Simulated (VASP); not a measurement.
# Ru (P6_3/mmc) in VASP: a series of runs, part 2 of 2

VASP 6.6.1. Earlier steps stand in the parts before.

**4. Single point, PBE**

This run uses another cell than the first one: it holds 4 atoms, not 2.

INCAR reads:

```
SYSTEM = Ru
PREC     = Accurate       ! precision mode
ENCUT    = 520            ! plane-wave cutoff, eV
EDIFF    = 1E-7           ! SCF threshold, eV
ISMEAR   = -1             ! smearing method
SIGMA    = 0.1            ! smearing width, eV
LREAL    = .FALSE.        ! projectors in reciprocal space
LASPH    = .TRUE.         ! aspherical terms in the spheres
NELM     = 80             ! most SCF steps
ALGO     = Normal         ! electronic algorithm
ISIF     = 2              ! what is computed and relaxed
LWAVE    = .FALSE.        ! write WAVECAR
LCHARG   = .FALSE.        ! write CHGCAR
GGA      = PE             ! functional
NBANDS   = 36             ! bands
```

KPOINTS reads:

```
regular mesh
0
G
  12 8 7
  0 0 0
```

POSCAR reads:

```
Ru
1.0
   -1.3605811744      2.3565957218      0.0000000000
    0.0000000000      0.0000000000      4.2959980361
    4.0817435231      2.3565957218      0.0000000000
Ru
4
Direct
    0.5000000000      0.2500000000      0.1666666670
    0.0000000000      0.2500000000      0.6666666670
    0.0000000000      0.7500000000      0.3333333330
    0.5000000000      0.7500000000      0.8333333330
```

Potentials or basis: VASP PAW PBE potentials, release 64 (Ru_pv).

Command:

```bash
$ cat potpaw_PBE.64/Ru_pv/POTCAR > POTCAR
$ mpirun -np 1 vasp_std > vasp.out
```

OUTCAR:

```text
SYSTEM = Ru
   PREC = Accurate
   ENCUT = 520
   EDIFF = 1E-7
   ISMEAR = -1
   LREAL = .FALSE.
   LASPH = .TRUE.
   NELM = 80
   ISIF = 2
   GGA = PE

 ion  position               nearest neighbor table
   1  0.500  0.250  0.167-   3 2.66   3 2.66   3 2.66   3 2.66   4 2.66   4 2.66   2 2.72   2 2.72
                             2 2.72   2 2.72
   2  0.000  0.250  0.667-   4 2.66   4 2.66   4 2.66   4 2.66   3 2.66   3 2.66   1 2.72   1 2.72
                             1 2.72   1 2.72
   3  0.000  0.750  0.333-   1 2.66   1 2.66   1 2.66   1 2.66   2 2.66   2 2.66   4 2.72   4 2.72
                             4 2.72   4 2.72
   4  0.500  0.750  0.833-   2 2.66   2 2.66   2 2.66   2 2.66   1 2.66   1 2.66   3 2.72   3 2.72
                             3 2.72   3 2.72

  LATTYP: Found a simple orthorhombic cell.
 ALAT       =     2.7211623487
 B/A-ratio  =     1.5787363948
 C/A-ratio  =     1.7320508076

  Lattice vectors:

 A1 = (  -1.3605811744,   2.3565957218,   0.0000000000)
 A2 = (   0.0000000000,   0.0000000000,   4.2959980361)
 A3 = (   4.0817435231,   2.3565957218,   0.0000000000)

Analysis of symmetry for initial positions (statically):
=====================================================================
 Subroutine PRICEL returns following result:

  LATTYP: Found a hexagonal cell.
 ALAT       =     2.7211623487
 C/A-ratio  =     1.5787363948

  Lattice vectors:

 A1 = (   1.3605811743,   2.3565957218,   0.0000000000)
 A2 = (  -2.7211623488,   0.0000000000,   0.0000000000)
 A3 = (   0.0000000000,   0.0000000000,   4.2959980361)

   2 primitive cells build up your supercell.

 Routine SETGRP: Setting up the symmetry group for a
 simple orthorhombic supercell.

 Subroutine GETGRP returns: Found  8 space group operations
 (whereof  4 operations were pure point group operations)
 out of a pool of  8 trial point group operations.

The static configuration has the point symmetry C_2h.
 The point group associated with its full space group is D_2h.

[... 134 lines left out ...]
   PSTRESS=    0.0 pullay stress
   NELECT =      56.0000    total number of electrons
   NUPDOWN=      -1.0000    fix difference up-down
   EMIN   =  10.00;   EMAX   =-10.00  energy-range for DOS
   EFERMI =   0.00;   METHOD = LEGACY
   ISMEAR =    -1;   SIGMA  =   0.10  broadening in eV -4-tet -1-fermi 0-gaus
   EFERMI_NEDOS =   21; number of points for ismear=-14 and -15
   IALGO  =     38    algorithm
   IMIX   =      4    mixing-type and parameters
     AMIX     =   0.40;   BMIX     =  1.00
     AMIX_MAG =   1.60;   BMIX_MAG =  1.00
  volume/ion in A,a.u.               =      13.77        92.95
  Fermi-wavevector in a.u.,A,eV,Ry     =   1.645987  3.110464 36.861883  2.709272
  Thomas-Fermi vector in A             =   2.735691
   LORBIT       =      0    0 simple, 1 ext, 2 COOP (PROOUT), +10 PAW based schemes
   GGA     = PE    functional components
   LHFCALC =     F    Hartree Fock is set to
   AEXX    =    0.0000 exact exchange contribution
   IVDW    =     0    specifies the selected vdW correction
   LEPSILON=     F    determine dielectric tensor
   LRPA    =     F    only Hartree local field effects (RPA)
 non-spin polarized calculation
  energy-cutoff  :      520.00
  volume of cell :       55.10
 maximum number of plane-waves:      1512
   NGX = 11   NGY = 15   NGZ = 17

 number of electron      56.0000017 magnetization

 Free energy of the ion-electron system (eV)
  ---------------------------------------------------
  ext. energy  EPLUGINS =         0.00000000
  ---------------------------------------------------
  free energy    TOTEN  =       -36.99961178 eV

  energy without entropy =      -36.89234068  energy(sigma->0) =      -36.94597623

 E-fermi :  12.5926     XC(G=0): -14.0303

 val. band max:       12.5789215226   @ k =   0.2500   0.1250   0.2857
 cond. band min:      12.5934089703   @ k =   0.2500   0.3750   0.1429
 fundamental gap:      0.0144874477
 Fermi energy:        12.5925840222

 k-point     1 :       0.0000    0.0000    0.0000
  band No.  band energies     occupation
      1     -31.0200      2.00000
      2     -30.8343      2.00000
      3     -30.6512      2.00000
      4     -30.5605      2.00000
      5     -30.3506      2.00000
      6     -30.2051      2.00000
[... 925 lines left out ...]
     35      17.7614      0.00000
     36      18.5828      0.00000

 [... further k-points ...]
[... 5 lines left out ...]
  --------------------------------------------------------------------------------------
  -------------------------------------------------------------------------------------
  Total        0.0028713     -0.0441267     -0.0845247      0.0407015      0.0000000      0.0000000
  in kB        0.0834949     -1.2831543     -2.4578800      1.1835529      0.0000000      0.0000000
  external PRESSURE =      -1.2191798 kB  Pullay stress =       0.0000000 kB

 VOLUME and BASIS-vectors are now :
 -----------------------------------------------------------------------------
  energy-cutoff  :      520.00
  volume of cell :       55.10
      direct lattice vectors                 reciprocal lattice vectors
    -1.360581174  2.356595722  0.000000000    -0.183745009  0.318255691  0.000000000
     0.000000000  0.000000000  4.295998036     0.000000000  0.000000000  0.232774781
     4.081743523  2.356595722  0.000000000     0.183745009  0.106085230  0.000000000

 POSITION                                       TOTAL-FORCE (eV/Angst)
 -----------------------------------------------------------------------------------
      0.00000      1.57106      1.07400        -0.000277     -0.000160     -0.000000
      2.72116      1.57106      1.07400        -0.000277     -0.000160      0.000000
      1.36058      0.78553      3.22200         0.000277      0.000160     -0.000000
      2.72116      3.14213      3.22200         0.000277      0.000160      0.000000
 -----------------------------------------------------------------------------------
    total drift:                                0.000000      0.000000      0.000000

  FREE ENERGIE OF THE ION-ELECTRON SYSTEM (eV)
  ---------------------------------------------------
  free  energy   TOTEN  =       -36.9996117781 eV

  energy  without entropy=      -36.8923406807  energy(sigma->0) =      -36.94597623
```

It took 2.4 min on 1 thread of Intel Xeon Platinum 8488C (Sapphire Rapids), shared host; peak memory 0.3 GiB.

Results:

```yaml
Free_energy: -36.9996 eV
Pressure: -0.1 GPa
Band_gap_on_the_k_mesh: zero (bands 28 and 29 overlap by 2.44 eV)
```

Stress tensor (GPa, compression positive):
```
 0.01  0.12  0.00
 0.12 -0.13  0.00
 0.00  0.00 -0.25
```
